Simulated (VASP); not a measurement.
K: single point with PBEsol

Crystal: K.

```
K
1.0
    -2.73306    2.73306    2.73306
     2.73306   -2.73306    2.73306
     2.73306    2.73306   -2.73306
K
1
Direct
  0.00000 0.00000 0.00000
```

* Program: VASP 6.6.1
* Task: single point
* Functional: PBEsol
* Potentials or basis: VASP PAW PBE potentials, release 64 (K_sv)
* Cutoff: 520 eV
* k mesh: 7 × 7 × 7
* Occupations: fermi-dirac, width 0.05 eV
* Spin: no spin polarisation

```
Pressure : -0.4 GPa
```

Levels at points of the mesh, in eV from the Fermi level:
| k point | band 3 | band 4 | band 5 | band 6 | band 7 | band 8 |
| --- | --- | --- | --- | --- | --- | --- |
| (0.00, 0.00, 0.00) | -15.58 | -15.58 | -2.01 | 4.20 | 4.20 | 4.20 |

It took 8.7 s on 1 thread of Intel(R) Xeon(R) 6975P-C (Granite Rapids) (shared host), peak memory 0.19 GiB.

Caveat: the PAW data sets were made with another functional, which shifts forces and pressure a little.
